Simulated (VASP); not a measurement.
# InP (Pm-3m) in VASP: single point with PBE

Aim: the single point of InP with PBE.

Everything below comes from runs of VASP 6.6.1. Logs are shortened: lines on timing, memory, paths and dates and some standing lists are left out, and cuts for length are marked.

### 1 The cell of the first run

Symmetry: Pm-3m, No. 221, cubic system. The conventional cell has a = 3.413 Å, b = 3.413 Å, c = 3.413 Å, α = 90.00°, β = 90.00°, γ = 90.00°. Within 3.9 Å of In (site symmetry m-3m) lie 8 P at 2.96 Å and 6 In at 3.41 Å. P (site symmetry m-3m) has 8 In at 2.96 Å and 6 P at 3.41 Å within 3.9 Å.

### 2 Single point, PBE

INCAR reads:

```
PREC = Accurate ; ENCUT = 520
EDIFF = 1E-6 ; ISMEAR = -1
SIGMA = 0.02 ; LREAL = False
LASPH = True ; NELM = 80
ALGO = Normal ; ISIF = 2
LWAVE = False ; LCHARG = False
GGA = PE ; NBANDS = 16
```

KPOINTS reads:

```
regular mesh
0
Gamma
  6 6 6
```

POSCAR reads:

```
InP
1.0
    3.4133991310      0.0000000000      0.0000000000
    0.0000000000      3.4133991310      0.0000000000
    0.0000000000      0.0000000000      3.4133991310
In P
1 1
Direct
    0.0000000000      0.0000000000      0.0000000000
    0.5000000000      0.5000000000      0.5000000000
```

Potentials or basis: VASP PAW PBE potentials, release 64 (In_d, P).

Started as:

```bash
$ cat potpaw_PBE.64/In_d/POTCAR potpaw_PBE.64/P/POTCAR > POTCAR
$ mpirun -np 1 vasp_std > vasp.out
```

OUTCAR:

```text
PREC = Accurate
   ENCUT = 520
   EDIFF = 1E-6
   ISMEAR = -1
   LREAL = False
   LASPH = True
   NELM = 80
   ISIF = 2
   GGA = PE

 ion  position               nearest neighbor table
   1  0.000  0.000  0.000-   2 2.96   2 2.96   2 2.96   2 2.96   2 2.96   2 2.96   2 2.96   2 2.96

   2  0.500  0.500  0.500-   1 2.96   1 2.96   1 2.96   1 2.96   1 2.96   1 2.96   1 2.96   1 2.96

  LATTYP: Found a simple cubic cell.
 ALAT       =     3.4133991310

  Lattice vectors:

 A1 = (   3.4133991310,   0.0000000000,   0.0000000000)
 A2 = (   0.0000000000,   3.4133991310,   0.0000000000)
 A3 = (   0.0000000000,   0.0000000000,   3.4133991310)

Analysis of symmetry for initial positions (statically):
=====================================================================
 Subroutine PRICEL returns:
 Original cell was already a primitive cell.

 Routine SETGRP: Setting up the symmetry group for a
 simple cubic supercell.

 Subroutine GETGRP returns: Found 48 space group operations
 (whereof 48 operations were pure point group operations)
 out of a pool of 48 trial point group operations.

The static configuration has the point symmetry O_h .

Analysis of symmetry for dynamics (positions and initial velocities):
=====================================================================
 Subroutine PRICEL returns:
 Original cell was already a primitive cell.

 Routine SETGRP: Setting up the symmetry group for a
 simple cubic supercell.

 Subroutine GETGRP returns: Found 48 space group operations
 (whereof 48 operations were pure point group operations)
 out of a pool of 48 trial point group operations.

The dynamic configuration has the point symmetry O_h .

 Subroutine INISYM returns: Found 48 space group operations
 (whereof 48 operations are pure point group operations),
 and found     1 'primitive' translations

----------------------------------------------------------------------------------------

                                     Primitive cell

  volume of cell :      39.7705

  direct lattice vectors                    reciprocal lattice vectors
     3.413399131  0.000000000  0.000000000     0.292963103  0.000000000  0.000000000
     0.000000000  3.413399131  0.000000000     0.000000000  0.292963103  0.000000000
     0.000000000  0.000000000  3.413399131     0.000000000  0.000000000  0.292963103

  length of vectors
     3.413399131  3.413399131  3.413399131     0.292963103  0.292963103  0.292963103

  position of ions in fractional coordinates (direct lattice)
[... 74 lines left out ...]
   EDIFF  = 0.1E-05   stopping-criterion for ELM
   LREAL  =      F    real-space projection
   EDIFFG = 0.1E-04   stopping-criterion for IOM
   NSW    =      0    number of steps for IOM
   IBRION =     -1    ionic relax: 0-MD 1-quasi-New 2-CG
   NFREE  =      0    steps in history (QN), initial steepest desc. (CG)
   ISIF   =      2    stress and relaxation
   ISYM   =      2    0-nonsym 1-usesym 2-fastsym
   POTIM  = 0.5000    time-step for ionic-motion
   TEBEG  =    0.0;   TEEND  =   0.0 temperature during run
   PSTRESS=    0.0 pullay stress
   NELECT =      18.0000    total number of electrons
   NUPDOWN=      -1.0000    fix difference up-down
   EMIN   =  10.00;   EMAX   =-10.00  energy-range for DOS
   EFERMI =   0.00;   METHOD = LEGACY
   ISMEAR =    -1;   SIGMA  =   0.02  broadening in eV -4-tet -1-fermi 0-gaus
   EFERMI_NEDOS =   21; number of points for ismear=-14 and -15
   IALGO  =     38    algorithm
   IMIX   =      4    mixing-type and parameters
     AMIX     =   0.40;   BMIX     =  1.00
     AMIX_MAG =   1.60;   BMIX_MAG =  1.00
  volume/ion in A,a.u.               =      19.89       134.19
  Fermi-wavevector in a.u.,A,eV,Ry     =   1.256932  2.375258 21.495560  1.579879
  Thomas-Fermi vector in A             =   2.390616
   LORBIT       =      0    0 simple, 1 ext, 2 COOP (PROOUT), +10 PAW based schemes
   GGA     = PE    functional components
   LHFCALC =     F    Hartree Fock is set to
   AEXX    =    0.0000 exact exchange contribution
   IVDW    =     0    specifies the selected vdW correction
   LEPSILON=     F    determine dielectric tensor
   LRPA    =     F    only Hartree local field effects (RPA)
 non-spin polarized calculation
  energy-cutoff  :      520.00
  volume of cell :       39.77
 maximum number of plane-waves:      1108
 NGX is ok and might be reduce to    28
   NGX = 13   NGY = 13   NGZ = 13

 number of electron      17.9999992 magnetization

 Free energy of the ion-electron system (eV)
  ---------------------------------------------------
  ext. energy  EPLUGINS =         0.00000000
  ---------------------------------------------------
  free energy    TOTEN  =        -7.20579808 eV

  energy without entropy =       -7.20318936  energy(sigma->0) =       -7.20449372

 E-fermi :   8.2678     XC(G=0): -10.8509

 val. band max:        8.2555621243   @ k =   0.5000   0.5000   0.1667
 cond. band min:       8.3076042881   @ k =   0.3333   0.3333   0.3333
 fundamental gap:      0.0520421639
 Fermi energy:         8.2678003264

 k-point     1 :       0.0000    0.0000    0.0000
  band No.  band energies     occupation
      1      -6.4120      2.00000
      2      -6.4120      2.00000
      3      -6.1154      2.00000
      4      -6.1154      2.00000
      5      -6.1154      2.00000
      6      -4.4639      2.00000
[... 357 lines left out ...]
      3      -6.3718      2.00000
      4      -5.9936      2.00000
      5      -5.9936      2.00000
      6      -0.1019      2.00000
[... 8 lines left out ...]
     15      25.3679      0.00000
     16      25.9520      0.00000

------------------------ aborting loop because EDIFF is reached ----------------------------------------

  FORCE on cell =-STRESS in cart. coord.  units (eV):
  Direction    XX          YY          ZZ          XY          YZ          ZX
  --------------------------------------------------------------------------------------
  -------------------------------------------------------------------------------------
  Total        0.3496148      0.3496148      0.3496148      0.0000000     -0.0000000      0.0000000
  in kB       14.0844251     14.0844251     14.0844251      0.0000000     -0.0000000      0.0000000
  external PRESSURE =      14.0844251 kB  Pullay stress =       0.0000000 kB

 VOLUME and BASIS-vectors are now :
 -----------------------------------------------------------------------------
  energy-cutoff  :      520.00
  volume of cell :       39.77
      direct lattice vectors                 reciprocal lattice vectors
     3.413399131  0.000000000  0.000000000     0.292963103  0.000000000  0.000000000
     0.000000000  3.413399131  0.000000000     0.000000000  0.292963103  0.000000000
     0.000000000  0.000000000  3.413399131     0.000000000  0.000000000  0.292963103

 POSITION                                       TOTAL-FORCE (eV/Angst)
 -----------------------------------------------------------------------------------
      0.00000      0.00000      0.00000         0.000000      0.000000      0.000000
      1.70670      1.70670      1.70670         0.000000      0.000000      0.000000
 -----------------------------------------------------------------------------------
    total drift:                               -0.000000      0.000000     -0.000000

  FREE ENERGIE OF THE ION-ELECTRON SYSTEM (eV)
  ---------------------------------------------------
  free  energy   TOTEN  =        -7.2057980768 eV

  energy  without entropy=       -7.2031893649  energy(sigma->0) =       -7.20449372
```

OSZICAR:

```text
N       E                     dE             d eps       ncg     rms          rms(c)
DAV:   1     0.109460112688E+03    0.10946E+03   -0.85937E+03   664   0.138E+03
DAV:   2    -0.796274890743E+00   -0.11026E+03   -0.10503E+03   736   0.313E+02
DAV:   3    -0.723733530584E+01   -0.64411E+01   -0.63874E+01   848   0.706E+01
DAV:   4    -0.739076705653E+01   -0.15343E+00   -0.15339E+00   800   0.105E+01
DAV:   5    -0.739770032684E+01   -0.69333E-02   -0.69332E-02   968   0.205E+00    0.415E+00
DAV:   6    -0.722180122142E+01    0.17590E+00   -0.25174E-01   928   0.946E+00    0.237E+00
DAV:   7    -0.720827105113E+01    0.13530E-01   -0.44025E-02   952   0.216E+00    0.890E-01
DAV:   8    -0.720593081067E+01    0.23402E-02   -0.55811E-03   824   0.950E-01    0.959E-02
DAV:   9    -0.720579779156E+01    0.13302E-03   -0.60499E-04  1016   0.402E-01    0.573E-02
DAV:  10    -0.720579623689E+01    0.15547E-05   -0.44107E-05   824   0.654E-02    0.324E-02
DAV:  11    -0.720579793127E+01   -0.16944E-05   -0.11672E-05   816   0.361E-02    0.695E-03
DAV:  12    -0.720579807677E+01   -0.14549E-06   -0.13590E-06   624   0.935E-03
   1 F= -.72057981E+01 E0= -.72044937E+01  d E =-.260871E-02
```

It took 6.1 s on 1 thread of Intel Xeon 6975P-C (Granite Rapids), shared host; peak memory 0.15 GiB.

Results:

| Property | Result |
| --- | --- |
| Free energy | -7.2058 eV |
| Pressure | 1.4 GPa |
| Band gap on the k mesh | zero (band 9 reaches 9.11 eV, above the bottom of band 10 at 6.58 eV) |

Levels at points of the mesh, in eV from the Fermi level:
```
           k point  band 7  band 8  band 9  band 10  band 11  band 12
(0.00, 0.00, 0.00)   -1.47   -0.95   -0.95    -0.95     4.65     4.65
(0.50, 0.00, 0.00)   -7.70    0.76    0.76     2.69     3.73     5.02
(0.50, 0.50, 0.00)   -5.03   -5.03   -3.82     1.15     6.77     6.77
(0.50, 0.50, 0.50)   -2.39   -2.39   -2.39    -0.60    -0.33    -0.33
```

Caveat: spin-orbit coupling is left out, which moves the levels of the heavy elements.
